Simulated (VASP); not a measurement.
## HgTe: phonons with PBEsol+D4

The system is HgTe.

```
Hg Te
1.0
    -3.03542    3.03542    1.55419
     3.03542   -3.03542    1.55419
     3.03542    3.03542   -1.55419
Hg Te
1 1
Direct
  0.25000 0.75000 0.50000
  0.00000 0.00000 0.00000
```

```yaml
Program: VASP 6.6.1
Task: phonons
Functional: PBEsol
Dispersion: D4
Potentials_or_basis: VASP PAW PBE potentials, release 64 (Hg, Te)
Cutoff: 500 eV
k_mesh: 6 × 6 × 6
Occupations: fermi-dirac, width 0.1 eV
Spin: no spin polarisation
Dipole_correction: no
Further_INCAR_settings: ALGO = Normal; EDIFF = 1e-08; NBANDS = 16; IBRION = 6; POTIM = 0.015; NSW = 1
```

```
Highest phonon frequency at Γ, LO-TO splitting left out : 77 cm⁻¹
Dispersion energy per atom                              : -0.264 eV
```

Phonon frequencies in cm⁻¹ (negative: imaginary):
```
              q point     frequencies
(0.000, 0.000, 0.000)  0 0 0 17 77 77
```

Run time: 6.7 min on 1 thread of Intel Xeon 8259CL (shared host), peak memory 0.3 GiB.

Caveat: the k points lie up to 0.38 Å⁻¹ apart; the cell stands under pressure or tension, which shifts response properties.
